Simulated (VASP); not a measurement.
Set up this calculation in VASP 6.6.1, as the native input.

```yaml
Task: single point
Functional: r2SCAN
Potentials_or_basis: VASP PAW PBE potentials, release 64 (Ce, O)
Cutoff: 520 eV
k_mesh: 6 × 6 × 6
Occupations: gaussian, width 0.01 eV
Spin: no spin polarisation
Dipole_correction: no
Further_INCAR_settings: ALGO = Normal; EDIFF = 1e-06; NBANDS = 19
```

CeO2:

```xyz
3
Lattice="0.0000 2.6912 2.6912 2.6912 0.0000 2.6912 2.6912 2.6912 0.0000" Properties=species:S:1:pos:R:3 pbc="T T T"
Ce    0.0000    0.0000    0.0000
O     1.3456    1.3456    1.3456
O     4.0368    4.0368    4.0368
```

These files were run (other wordings do the same):

POSCAR

```
CeO2
1.0
    0.0000000000      2.6911866343      2.6911866343
    2.6911866343      0.0000000000      2.6911866343
    2.6911866343      2.6911866343      0.0000000000
Ce O
1 2
Direct
    0.0000000000      0.0000000000      0.0000000000
    0.2500000000      0.2500000000      0.2500000000
    0.7500000000      0.7500000000      0.7500000000
```

INCAR.step1

```
SYSTEM = CeO2
  ALGO = Normal
  EDIFF = 1E-4
  ENCUT = 520
  GGA = PE
  ISMEAR = 0
  LASPH = .TRUE.
  LCHARG = .FALSE.
  LREAL = .FALSE.
  LWAVE = .TRUE.
  NBANDS = 19
  NELM = 80
  PREC = Accurate
  SIGMA = 0.01
```

INCAR.step2

```
SYSTEM = CeO2
  ALGO = Normal
  EDIFF = 1E-6
  ENCUT = 520
  ISIF = 2
  ISMEAR = 0
  ISTART = 1
  LASPH = .TRUE.
  LCHARG = .TRUE.
  LELF = .TRUE.
  LMIXTAU = .TRUE.
  LREAL = .FALSE.
  LVHAR = .TRUE.
  LWAVE = .FALSE.
  METAGGA = R2SCAN
  NBANDS = 19
  NELM = 80
  PREC = Accurate
  SIGMA = 0.01
```

KPOINTS

```
k-points
0
G
  6 6 6
  0 0 0
```

Potentials or basis: VASP PAW PBE potentials, release 64 (Ce, O).

Launch:

```sh
$ cat potpaw_PBE.64/Ce/POTCAR potpaw_PBE.64/O/POTCAR > POTCAR
$ cp INCAR.step1 INCAR
$ mpirun -np 1 vasp_std > vasp.out
$ cp INCAR.step2 INCAR
$ mpirun -np 1 vasp_std > vasp.out
```

Results of the run:

```yaml
Pressure: 6.0 GPa
Band_gap_on_the_k_mesh: 2.39 eV (least direct gap 2.47 eV)
```

Caveat: the cell stands under pressure; the PAW data sets were made with another functional, which shifts forces and pressure a little; spin-orbit coupling is left out, which moves the levels of the heavy elements.

It took 110 s on 1 thread of Intel Xeon 8259CL, with other jobs on the host, peak memory 0.18 GiB.
